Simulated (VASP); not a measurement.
The system is CdF2.

```
Cd F
1.0
     0.00000    2.68258    2.68258
     2.68258    0.00000    2.68258
     2.68258    2.68258    0.00000
Cd F
1 2
Direct
  0.00000 0.00000 0.00000
  0.25000 0.25000 0.25000
  0.75000 0.75000 0.75000
```

Base run:

- Program: VASP 6.6.1
- Functional: r2SCAN
- Potentials or basis: VASP PAW PBE potentials, release 64 (Cd, F)
- Cutoff: 520 eV
- k mesh: 6 × 6 × 6
- Occupations: gaussian, width 0.01 eV
- Spin: no spin polarisation

Its results: band gap on the k mesh 3.82 eV (least direct gap 4.28 eV); electronic dielectric tensor (diagonal) 2.60.

Question: The run is repeated on the same cell with these changes: functional from r2SCAN to PBE. What comes out?

Answer: Band gap on the k mesh 3.13 eV (least direct gap 3.60 eV); electronic dielectric tensor (diagonal) 2.80.

A k mesh can miss the band edges.
